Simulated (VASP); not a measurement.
# Ga (Cmcm) in VASP: notebook

Runs on Ga. Level: LDA. Tasks: electric field gradients.

Program: VASP 6.6.1. These are calculated values, not measurements. Logs are shortened: lines on timing, memory, paths and dates and some standing lists are left out, and cuts for length are marked.

## (1) The cell of the first run

The structure is orthorhombic, space group Cmcm (No. 63). Conventional cell: a = 2.957 Å, b = 8.289 Å, c = 3.232 Å, α = 90.00°, β = 90.00°, γ = 90.00°. Ga (site symmetry m2m) has 10 Ga at 2.73 to 3.23 Å within 3.6 Å.

## (2) Electric field gradients, LDA (19.81 Å³/atom)

INCAR

```
SYSTEM = Ga
  ALGO = Normal
  EDIFF = 1E-8
  ENCUT = 520
  GGA = CA
  ISIF = 2
  ISMEAR = -1
  LASPH = .True.
  LCHARG = .False.
  LEFG = .True.
  LREAL = .False.
  LWAVE = .False.
  NBANDS = 20
  NELM = 80
  PREC = Accurate
  SIGMA = 0.08
```

KPOINTS

```
k-points
0
Gamma
  12 12 10
  0 0 0
```

POSCAR

```
Ga
1.0
    1.4784385925     -4.1447261232      0.0000000000
    1.4784385925      4.1447261232      0.0000000000
    0.0000000000      0.0000000000      3.2321726471
Ga
2
Direct
    0.8670000000      0.1330000000      0.2500000000
    0.1330000000      0.8670000000      0.7500000000
```

Potentials or basis: VASP PAW LDA potentials, release 64 (Ga_d).

Launch:

```bash
$ cat potpaw_LDA.64/Ga_d/POTCAR > POTCAR
$ mpirun -np 1 vasp_std > vasp.out
```

OUTCAR:

```text
SYSTEM = Ga
   EDIFF = 1E-8
   ENCUT = 520
   GGA = CA
   ISIF = 2
   ISMEAR = -1
   LASPH = .True.
   LREAL = .False.
   NELM = 80
   PREC = Accurate

 ion  position               nearest neighbor table
   1  0.867  0.133  0.250-   2 2.73   2 2.73
   2  0.133  0.867  0.750-   1 2.73   1 2.73

  LATTYP: Found a base centered orthorhombic cell.
 ALAT       =     2.9568771850
 B/A-ratio  =     2.8034482759
 C/A-ratio  =     1.0931034483

  Lattice vectors:

 A1 = (   1.4784385925,  -4.1447261232,   0.0000000000)
 A2 = (   1.4784385925,   4.1447261232,   0.0000000000)
 A3 = (   0.0000000000,   0.0000000000,   3.2321726471)

Analysis of symmetry for initial positions (statically):
=====================================================================
 Subroutine PRICEL returns:
 Original cell was already a primitive cell.

 Routine SETGRP: Setting up the symmetry group for a
 base centered orthorhombic supercell.

 Subroutine GETGRP returns: Found  8 space group operations
 (whereof  4 operations were pure point group operations)
 out of a pool of  8 trial point group operations.

The static configuration has the point symmetry C_2h.
 The point group associated with its full space group is D_2h.

Analysis of symmetry for dynamics (positions and initial velocities):
=====================================================================
 Subroutine PRICEL returns:
 Original cell was already a primitive cell.

 Routine SETGRP: Setting up the symmetry group for a
 base centered orthorhombic supercell.

 Subroutine GETGRP returns: Found  8 space group operations
 (whereof  4 operations were pure point group operations)
 out of a pool of  8 trial point group operations.

The dynamic configuration has the point symmetry C_2h.
 The point group associated with its full space group is D_2h.

 Subroutine INISYM returns: Found  8 space group operations
 (whereof  4 operations are pure point group operations),
 and found     1 'primitive' translations

----------------------------------------------------------------------------------------

                                     Primitive cell

  volume of cell :      39.6117

  direct lattice vectors                    reciprocal lattice vectors
     1.478438593 -4.144726123  0.000000000     0.338194635 -0.120635233  0.000000000
     1.478438593  4.144726123  0.000000000     0.338194635  0.120635233  0.000000000
     0.000000000  0.000000000  3.232172647     0.000000000  0.000000000  0.309389414

  length of vectors
     4.400515346  4.400515346  3.232172647     0.359066109  0.359066109  0.309389414

  position of ions in fractional coordinates (direct lattice)
     0.867000000  0.133000000  0.250000000
     0.133000000  0.867000000  0.750000000

  ion indices of the primitive-cell ions
   primitive index   ion index
                 1           1
                 2           2

----------------------------------------------------------------------------------------

 KPOINTS: k-points

Automatic generation of k-mesh.
 Grid dimensions read from file:
 generate k-points for:   12   12   10

 Generating k-lattice:

  Cartesian coordinates                     Fractional coordinates (reciprocal lattice)
     0.028182886 -0.010052936  0.000000000     0.083333333  0.000000000  0.000000000
     0.028182886  0.010052936  0.000000000     0.000000000  0.083333333  0.000000000
     0.000000000  0.000000000  0.030938941     0.000000000  0.000000000  0.100000000

  Length of vectors
     0.029922176  0.029922176  0.030938941

  Shift w.r.t. Gamma in fractional coordinates (k-lattice)
     0.000000000  0.000000000  0.000000000

 Subroutine IBZKPT returns following result:
 ===========================================

 Found    258 irreducible k-points:

 Following reciprocal coordinates:
            Coordinates               Weight
  0.000000  0.000000  0.000000      1.000000
  0.083333 -0.000000  0.000000      4.000000
  0.166667 -0.000000  0.000000      4.000000
  0.250000  0.000000  0.000000      4.000000
  0.333333  0.000000  0.000000      4.000000
  0.416667  0.000000  0.000000      4.000000
[... 16 lines left out ...]
  0.500000  0.166667  0.000000      4.000000
 -0.416667  0.166667  0.000000      4.000000
 [... further k-points ...]
   k-points           NKPTS =    258   k-points in BZ     NKDIM =    258   number of bands    NBANDS=     20
   number of dos      NEDOS =    301   number of ions     NIONS =      2
   total plane-waves  NPLWV =  31104
   dimension x,y,z NGX =    36 NGY =   36 NGZ =   24
   dimension x,y,z NGXF=    72 NGYF=   72 NGZF=   48
   ions per type =               2
   NGX,Y,Z   is equivalent  to a cutoff of  13.60, 13.60, 12.34 a.u.
   NGXF,Y,Z  is equivalent  to a cutoff of  27.20, 27.20, 24.69 a.u.
 SYSTEM =  Ga
   PREC   = accura    normal or accurate (medium, high low for compatibility)
   ISTART =      0    job   : 0-new  1-cont  2-samecut
   ICHARG =      2    charge: 1-file 2-atom 10-const
   ISPIN  =      1    spin polarized calculation?
   LNONCOLLINEAR =      F non collinear calculations
   LSORBIT =      F    spin-orbit coupling
   LASPH  =      T    aspherical Exc in radial PAW
   ENCUT  =  520.0 eV  38.22 Ry    6.18 a.u.   8.18  8.18  6.01*2*pi/ulx,y,z
   NELM   =     80;   NELMIN=  2; NELMDL= -5     # of ELM steps
   EDIFF  = 0.1E-07   stopping-criterion for ELM
   LREAL  =      F    real-space projection
   EDIFFG = 0.1E-06   stopping-criterion for IOM
   NSW    =      0    number of steps for IOM
   IBRION =     -1    ionic relax: 0-MD 1-quasi-New 2-CG
   NFREE  =      0    steps in history (QN), initial steepest desc. (CG)
   ISIF   =      2    stress and relaxation
   ISYM   =      2    0-nonsym 1-usesym 2-fastsym
   POTIM  = 0.5000    time-step for ionic-motion
   TEBEG  =    0.0;   TEEND  =   0.0 temperature during run
   PSTRESS=    0.0 pullay stress
   NELECT =      26.0000    total number of electrons
   NUPDOWN=      -1.0000    fix difference up-down
   EMIN   =  10.00;   EMAX   =-10.00  energy-range for DOS
   EFERMI =   0.00;   METHOD = LEGACY
   ISMEAR =    -1;   SIGMA  =   0.08  broadening in eV -4-tet -1-fermi 0-gaus
   EFERMI_NEDOS =   21; number of points for ismear=-14 and -15
   IALGO  =     38    algorithm
   IMIX   =      4    mixing-type and parameters
     AMIX     =   0.40;   BMIX     =  1.00
     AMIX_MAG =   1.60;   BMIX_MAG =  1.00
  volume/ion in A,a.u.               =      19.81       133.66
  Fermi-wavevector in a.u.,A,eV,Ry     =   1.422737  2.688584 27.540661  2.024181
  Thomas-Fermi vector in A             =   2.543409
   LORBIT       =      0    0 simple, 1 ext, 2 COOP (PROOUT), +10 PAW based schemes
   GGA     = CA    functional components
   LHFCALC =     F    Hartree Fock is set to
   AEXX    =    0.0000 exact exchange contribution
   IVDW    =     0    specifies the selected vdW correction
   LEPSILON=     F    determine dielectric tensor
   LRPA    =     F    only Hartree local field effects (RPA)
 non-spin polarized calculation
  energy-cutoff  :      520.00
  volume of cell :       39.61
 maximum number of plane-waves:      1092
 NGX is ok and might be reduce to    36
   NGX = 17   NGY = 17   NGZ = 13

 number of electron      26.0000016 magnetization

 Free energy of the ion-electron system (eV)
  ---------------------------------------------------
  ext. energy  EPLUGINS =         0.00000000
  ---------------------------------------------------
  free energy    TOTEN  =        -7.04038819 eV

  energy without entropy =       -7.02200402  energy(sigma->0) =       -7.03119611

 E-fermi :   4.8438     XC(G=0): -11.0374

 val. band max:        4.8417206069   @ k =   0.1667   0.1667   0.2000
 cond. band min:       4.8462844347   @ k =   0.5000   0.0833   0.4000
 fundamental gap:      0.0045638279
 Fermi energy:         4.8438008268

 k-point     1 :       0.0000    0.0000    0.0000
  band No.  band energies     occupation
      1     -10.3265      2.00000
      2     -10.3122      2.00000
      3     -10.2513      2.00000
      4     -10.2321      2.00000
      5     -10.0728      2.00000
      6     -10.0612      2.00000
[... 12 lines left out ...]
     19      15.4440      0.00000
     20      16.3365      0.00000
[... 507 lines left out ...]
 k-point    24 :      -0.4167    0.1667    0.0000
  band No.  band energies     occupation
      1     -10.2590      2.00000
      2     -10.2429      2.00000
      3     -10.2252      2.00000
      4     -10.1699      2.00000
      5     -10.1381      2.00000
      6     -10.0869      2.00000
[... 12 lines left out ...]
     19      14.9688      0.00000
     20      17.0713      0.00000

 [... further k-points ...]

------------------------ aborting loop because EDIFF is reached ----------------------------------------

  FORCE on cell =-STRESS in cart. coord.  units (eV):
  Direction    XX          YY          ZZ          XY          YZ          ZX
  --------------------------------------------------------------------------------------
  -------------------------------------------------------------------------------------
  Total       -1.8640271     -1.3022992     -1.2402883      0.0000000      0.0000000      0.0000000
  in kB      -75.3944084    -52.6741666    -50.1660083      0.0000000      0.0000000      0.0000000
  external PRESSURE =     -59.4115277 kB  Pullay stress =       0.0000000 kB

 VOLUME and BASIS-vectors are now :
 -----------------------------------------------------------------------------
  energy-cutoff  :      520.00
  volume of cell :       39.61
      direct lattice vectors                 reciprocal lattice vectors
     1.478438593 -4.144726123  0.000000000     0.338194635 -0.120635233  0.000000000
     1.478438593  4.144726123  0.000000000     0.338194635  0.120635233  0.000000000
     0.000000000  0.000000000  3.232172647     0.000000000  0.000000000  0.309389414

 POSITION                                       TOTAL-FORCE (eV/Angst)
 -----------------------------------------------------------------------------------
      1.47844     -3.04223      0.80804         0.000000      0.149452     -0.000000
      1.47844      3.04223      2.42413         0.000000     -0.149452      0.000000
 -----------------------------------------------------------------------------------
    total drift:                                0.000000     -0.000000     -0.000000

  FREE ENERGIE OF THE ION-ELECTRON SYSTEM (eV)
  ---------------------------------------------------
  free  energy   TOTEN  =        -7.0403881889 eV

  energy  without entropy=       -7.0220040238  energy(sigma->0) =       -7.03119611

 Electric field gradients (V/A^2)
---------------------------------------------------------------------
 ion       V_xx      V_yy      V_zz      V_xy      V_xz      V_yz
---------------------------------------------------------------------
   1      10.454   -25.974    15.520    -0.000     0.000    -0.000
   2      10.454   -25.974    15.520    -0.000    -0.000     0.000
---------------------------------------------------------------------

 Electric field gradients after diagonalization (V/A^2)
 (convention: |V_zz| > |V_xx| > |V_yy|)
----------------------------------------------------------------------
 ion       V_xx      V_yy      V_zz     asymmetry (V_yy - V_xx)/ V_zz
----------------------------------------------------------------------
   1      15.520    10.454   -25.974       0.195
   2      15.520    10.454   -25.974       0.195
----------------------------------------------------------------------

           NMR quadrupolar parameters

 Cq : quadrupolar parameter    Cq=e*Q*V_zz/h
 eta: asymmetry parameters     (V_yy - V_xx)/ V_zz
 Q  : nuclear electric quadrupole moment in mb (millibarn)
----------------------------------------------------------------------
 ion       Cq(MHz)       eta       Q (mb)
----------------------------------------------------------------------
   1      -0.063       0.195       1.000
   2      -0.063       0.195       1.000
----------------------------------------------------------------------
```

Wall time 2.2 min (1 thread of Intel Xeon Platinum 8259CL at 2.50GHz (Skylake/Cascade Lake), shared host); peak memory 0.28 GiB.

What came out:

| Property | Result |
| --- | --- |
| Free energy | -7.0404 eV |
| Pressure | -5.9 GPa |
| Largest force | 0.149 eV/Å |
| Band gap on the k mesh | zero (bands 13 and 14 overlap by 8.83 eV) |
| Largest electric field gradient by atom | Ga -26.0 V/Å² |

Forces on the atoms (eV/Å):
```
Ga   0.000  0.149  0.000
Ga   0.000 -0.149  0.000
```

Electric field gradients, principal values (V/Å²):
| atom | least | middle | greatest (by size) |
| --- | --- | --- | --- |
| 1 Ga | 10.454 | 15.520 | -25.974 |
| 2 Ga | 10.454 | 15.520 | -25.974 |

Caveat: the cell stands under tension; without QUAD_EFG the Cq values of the log hold for a quadrupole moment of 1 mb, not for the nuclei.

(Continued in part 2 of 2.)

The gap in the log of VASP goes by the Fermi energy; the results here count the filled bands.